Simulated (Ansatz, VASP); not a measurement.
## SnTe: VASP beside Ansatz

```
CELL_PARAMETERS angstrom
0.00000 3.15650 3.15650
3.15650 0.00000 3.15650
3.15650 3.15650 0.00000
ATOMIC_POSITIONS crystal
Sn 0.50000 0.50000 0.50000
Te 0.00000 0.00000 0.00000
```

Alike in both runs: task single point; functional PBE-based screened hybrid with a share of 0.1 of exact exchange and HFSCREEN = 0.20787; k mesh 6 × 6 × 6; occupations gaussian, width 0.05 eV; no spin polarisation.

|  | VASP | Ansatz |
| --- | --- | --- |
| version | VASP 6.6.1 | Ansatz 0.2.0 |
| potentials or method | VASP PAW PBE potentials, release 64 (Sn_d, Te), cutoff 520 eV | scalar-relativistic, plane waves, PAW |
| valence electrons in the cell | 20 | 30 |

|  | VASP | Ansatz | Ansatz less VASP |
| --- | --- | --- | --- |
| pressure (GPa) | 1.5 | 1.6 | +0.12 |

VASP's potentials were made for PBE, not for PBE-based screened hybrid. The functional is the same, so the differences come from potentials, cutoffs and numerics. VASP's potentials hold 20 valence electrons a cell and Ansatz's 30, so a difference there can come from the potentials and not from the codes. Ansatz's warnings: stress exchange threshold loose, stress scf threshold loose.

Neither program's run includes spin-orbit coupling.
